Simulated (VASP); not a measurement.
Write the native input for VASP 6.6.1 that does the following.

```yaml
Task: single point
Functional: PBE
Potentials_or_basis: VASP PAW PBE potentials, release 64 (Rh_pv)
Cutoff: 520 eV
k_mesh: 11 × 11 × 11
Occupations: fermi-dirac, width 0.1 eV
Spin: no spin polarisation
Dipole_correction: no
Further_INCAR_settings: ALGO = Normal; EDIFF = 1e-07; NBANDS = 22
```

The structure of Rh lies in POSCAR:

```
Rh
1.0
    0.0000000000      2.8302647801      2.8302647801
    2.8302647801      0.0000000000      2.8302647801
    2.8302647801      2.8302647801      0.0000000000
Rh
2
Direct
    0.1250000000      0.1250000000      0.1250000000
    0.8750000000      0.8750000000      0.8750000000
```

This cell differs from its parent crystal: volume scaled by 1.08.

These files were run (other wordings do the same):

INCAR

```
SYSTEM = Rh
PREC = Accurate
ENCUT = 520
EDIFF = 1E-7
ISMEAR = -1
SIGMA = 0.1
LREAL = .FALSE.
LASPH = .TRUE.
NELM = 100
ALGO = Normal
ISIF = 2
LWAVE = .FALSE.
LCHARG = .FALSE.
GGA = PE
NBANDS = 22
```

KPOINTS

```
regular mesh
0
G
  11 11 11
  0 0 0
```

Potentials or basis: VASP PAW PBE potentials, release 64 (Rh_pv).

Launch:

```bash
$ cat potpaw_PBE.64/Rh_pv/POTCAR > POTCAR
$ mpirun -np 1 vasp_std > vasp.out
```

Results of the run:

```json
{
 "Pressure": "-8.0 GPa",
 "Band gap on the k mesh": "zero (band 15 reaches 5.90 eV, above the bottom of band 16 at 4.92 eV)"
}
```

It took 39 s on 1 thread of Intel(R) Xeon(R) Platinum 8488C (Sapphire Rapids) (shared host), peak memory 0.18 GiB.
